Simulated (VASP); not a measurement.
Input of a VASP 6.6.1 run:

INCAR

```
ALGO = Fast ; EDIFF = 1E-7
EDIFFG = -0.005 ; ENCUT = 600
IBRION = 2 ; ISIF = 3
ISMEAR = 0 ; LASPH = T
LCHARG = F ; LREAL = F
LWAVE = F ; NELM = 80
NSW = 100 ; PREC = Accurate
SIGMA = 0.1
```

KPOINTS

```
k-points
0
Gamma
  20 20 20
```

File POSCAR:

```
Cr
1.0
   -1.3950595363      1.3950595363      1.3950595363
    1.3950595363     -1.3950595363      1.3950595363
    1.3950595363      1.3950595363     -1.3950595363
Cr
1
Direct
    0.0000000000      0.0000000000      0.0000000000
```

Potentials or basis: VASP PAW LDA potentials, release 64 (Cr_pv).

The run is started by

```sh
$ cat potpaw_LDA.64/Cr_pv/POTCAR > POTCAR
$ mpirun -np 1 vasp_std > vasp.out
```

**Question.** Predict the space group after relaxing (to 0.05 Å).

**Answer.** Im-3m (No. 229).

**Question.** Estimate the relaxed volume.

**Answer.** 10.84 Å³/atom.

**Question.** Predict the band gap on the k mesh.

**Answer.** Zero (band 6 reaches 14.43 eV, above the bottom of band 7 at 10.72 eV).

Final structure:
```xyz
1
Lattice="-1.3942 1.3942 1.3942 1.3942 -1.3942 1.3942 1.3942 1.3942 -1.3942" Properties=species:S:1:pos:R:3 pbc="T T T"
Cr    0.0000    0.0000    0.0000
```

Caveat: the run has no spin polarisation, though such a crystal can be magnetic. Spin polarisation is off, so any magnetic state and its effect on volume and gap are missing.
